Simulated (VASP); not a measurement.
A run of VASP 6.6.1:

Contents of INCAR:

```
PREC     = Accurate       # precision mode
ENCUT    = 750            # plane-wave cutoff, eV
EDIFF    = 1E-6           # SCF threshold, eV
ISMEAR   = 0              # smearing method
SIGMA    = 0.02           # smearing width, eV
LREAL    = F              # projectors in reciprocal space
LASPH    = T              # aspherical terms in the spheres
NELM     = 120            # most SCF steps
ALGO     = Normal         # electronic algorithm
ISIF     = 2              # what is computed and relaxed
LWAVE    = F              # write WAVECAR
LCHARG   = T              # write CHGCAR
GGA      = PE             # functional
LELF     = T              # ELF
LVHAR    = T            
NBANDS   = 13             # bands
GGA_COMPAT= F
```

File KPOINTS:

```
regular mesh
0
Gamma
  8 8 8
```

Contents of POSCAR:

```
Li2S
1.0
    0.0000000000      2.9087677353      2.9087677353
    2.9087677353      0.0000000000      2.9087677353
    2.9087677353      2.9087677353      0.0000000000
Li S
2 1
Direct
    0.2500000000      0.2500000000      0.2500000000
    0.7500000000      0.7500000000      0.7500000000
    0.0000000000      0.0000000000      0.0000000000
```

Potentials or basis: VASP PAW PBE potentials, release 64 (Li_sv, S).

The run is started by

```sh
$ cat potpaw_PBE.64/Li_sv/POTCAR potpaw_PBE.64/S/POTCAR > POTCAR
$ mpirun -np 1 vasp_std > vasp.out
```

Hardware: 1 thread of AMD EPYC 7R43 64-Core Processor (Zen 3) (shared host).

Task: How long does it take, and how much memory?

Result: Run time: 69 s on 1 thread of AMD EPYC 7R43 64-Core Processor (Zen 3), on a shared host, peak memory 0.19 GiB. Counts: scf iterations 12, k points 29.
